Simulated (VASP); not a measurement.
Here is a VASP 6.6.1 calculation.

INCAR

```
ALGO = Normal
EDIFF = 1E-6
ENCUT = 520
GGA = PE
ISIF = 2
ISMEAR = 0
LASPH = True
LCHARG = False
LREAL = False
LWAVE = False
NBANDS = 15
NELM = 80
PREC = Accurate
SIGMA = 0.01
```

KPOINTS

```
k-points
0
Gamma
  4 4 4
```

The input POSCAR:

```
BaS
1.0
    0.0000000000      3.2117958739      3.1475599564
    3.2117958739      0.0000000000      3.1475599564
    3.2117958739      3.2117958739      0.0000000000
Ba S
1 1
Direct
    0.0000000000      0.0000000000      0.0000000000
    0.5000000000      0.5000000000      0.5000000000
```

Potentials or basis: VASP PAW PBE potentials, release 64 (Ba_sv, S).

Launch:

```bash
$ cat potpaw_PBE.64/Ba_sv/POTCAR potpaw_PBE.64/S/POTCAR > POTCAR
$ mpirun -np 1 vasp_std > vasp.out
```

Question: What does it give for the band gap on the k mesh?

Answer: 2.04 eV (least direct gap 2.18 eV).

Question: What does it give for the pressure?

Answer: 1.7 GPa.

Stress tensor (GPa, compression positive):
```
1.05 0.00 0.00
0.00 1.05 0.00
0.00 0.00 2.93
```

Caveat: the k points lie up to 0.43 Å⁻¹ apart; the cell differs from its parent crystal (uniaxial z strain -2.0%); spin-orbit coupling is left out, which moves the levels of the heavy elements. A k mesh can miss the band edges.
